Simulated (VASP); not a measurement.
A run of VASP 6.6.1 is set up as follows.

Contents of INCAR:

```
SYSTEM = Cu
ALGO = Normal ; EDIFF = 1E-6
ENCUT = 520 ; GGA = PE
ISIF = 2 ; ISMEAR = -1
LASPH = .TRUE. ; LCHARG = .TRUE.
LELF = .TRUE. ; LREAL = .FALSE.
LVHAR = .TRUE. ; LWAVE = .FALSE.
NBANDS = 18 ; NELM = 100
PREC = Accurate ; SIGMA = 0.05
```

KPOINTS

```
k-points
0
G
  11 11 11
  0 0 0
```

File POSCAR:

```
Cu
1.0
    1.2404866529     -4.0165139499      0.0000000000
    1.2404866529      4.0165139499      0.0000000000
    0.0000000000      0.0000000000      2.5217408820
Cu
2
Direct
    0.8659085003      0.1340914997      0.7500000000
    0.1340914997      0.8659085003      0.2500000000
```

Potentials or basis: VASP PAW PBE potentials, release 64 (Cu).

Command:

```console
$ cat potpaw_PBE.64/Cu/POTCAR > POTCAR
$ mpirun -np 1 vasp_std > vasp.out
```

(1) Estimate the largest force.

(2) What does it give for the band gap on the k mesh?

(3) Estimate the pressure.

## Answers

(1) 0.003 eV/Å.

(2) zero (bands 11 and 12 overlap by 5.31 eV).

(3) 0.5 GPa.
